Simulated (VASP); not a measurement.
A run of VASP 6.6.1 is set up as follows.

File INCAR:

```
SYSTEM = RbNa3Te2
PREC = Accurate ; ENCUT = 520
EDIFF = 1E-6 ; ISMEAR = 0
SIGMA = 0.02 ; LREAL = .FALSE.
LASPH = .TRUE. ; NELM = 100
ALGO = Normal ; ISIF = 2
LWAVE = .FALSE. ; LCHARG = .FALSE.
GGA = PE ; NBANDS = 30
```

KPOINTS

```
regular mesh
0
G
  6 6 4
  0 0 0
```

Contents of POSCAR:

```
RbNa3Te2
1.0
    5.3754201825      0.0000000000      0.0000000000
   -2.6877100912      4.6552504341      0.0000000000
    0.0000000000      0.0000000000      9.0705057680
Rb Na Te
1 3 2
Direct
    0.0000000000      0.0000000000      0.0000000000
    0.3333333333      0.6666666667      0.3470812248
    0.6666666667      0.3333333333      0.6529187752
    0.0000000000      0.0000000000      0.5000000000
    0.3333333333      0.6666666667      0.7083814978
    0.6666666667      0.3333333333      0.2916185022
```

Potentials or basis: VASP PAW PBE potentials, release 64 (Rb_sv, Na_pv, Te).

Run with:

```bash
$ cat potpaw_PBE.64/Rb_sv/POTCAR potpaw_PBE.64/Na_pv/POTCAR potpaw_PBE.64/Te/POTCAR > POTCAR
$ mpirun -np 1 vasp_std > vasp.out
```

(1) What does it give for the band gap on the k mesh?

(2) Estimate the largest force.

(3) Predict the pressure.

Answers

(1) 1.54 eV.

(2) 0.008 eV/Å.

(3) -1.1 GPa.

Caveat: spin-orbit coupling is left out, which moves the levels of the heavy elements.
